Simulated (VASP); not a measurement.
Write the native input for VASP 6.6.1 that does the following.

```
Task                   : relaxation of cell and atoms
Functional             : PBE
Potentials or basis    : VASP PAW PBE potentials, release 64 (Sn_d, Mo_sv)
Cutoff                 : 600 eV
k mesh                 : 4 × 4 × 4
Occupations            : gaussian, width 0.1 eV
Spin                   : no spin polarisation
Dipole correction      : no
Further INCAR settings : ALGO = Normal; EDIFF = 1e-06; IBRION = 2; EDIFFG = -0.04; NSW = 90; ISIF = 3
```

The structure of Sn3Mo2 lies in POSCAR:

```
Sn3Mo2
1.0
    4.9632197100      0.0000000000      0.0000000000
    0.0000000000      4.9632197100      0.0000000000
    0.0000000000      0.0000000000      4.9632197100
Sn Mo
3 2
Direct
    0.0000000000      0.5000000000      0.5000000000
    0.5000000000      0.0000000000      0.5000000000
    0.5000000000      0.5000000000      0.0000000000
    0.0000000000      0.0000000000      0.0000000000
    0.5000000000      0.5000000000      0.5000000000
```

The cell was built from a structure type or drawn by symmetry, and may not be a known phase.

These files were run (other wordings do the same):

INCAR

```
PREC = Accurate ; ENCUT = 600
EDIFF = 1E-6 ; ISMEAR = 0
SIGMA = 0.1 ; LREAL = False
LASPH = True ; NELM = 100
ALGO = Normal ; ISIF = 3
LWAVE = False ; LCHARG = False
GGA = PE ; IBRION = 2
NSW = 90 ; EDIFFG = -0.04
```

KPOINTS

```
regular mesh
0
Gamma
  4 4 4
```

Potentials or basis: VASP PAW PBE potentials, release 64 (Sn_d, Mo_sv).

Command:

```console
$ cat potpaw_PBE.64/Sn_d/POTCAR potpaw_PBE.64/Mo_sv/POTCAR > POTCAR
$ mpirun -np 1 vasp_std > vasp.out
```

Results of the run:

The relaxed volume is 27.24 Å³/atom and the relaxed cell is a = 5.145 Å, b = 5.145 Å, c = 5.145 Å, α = 90.00°, β = 90.00°, γ = 90.00°. The space group after relaxing (to 0.1 Å) is Pm-3m (No. 221). The energy gained by relaxing is 71.8 meV/atom and the ionic steps are 3. The pressure after relaxing is -0.1 GPa. The band gap on the k mesh is zero (bands 35 and 36 overlap by 0.12 eV).

Caveat: spin-orbit coupling is left out, which moves the levels of the heavy elements.

Wall time 84 s on 1 thread of Intel(R) Xeon(R) 6975P-C (Granite Rapids), on a shared host, peak memory 0.27 GiB.
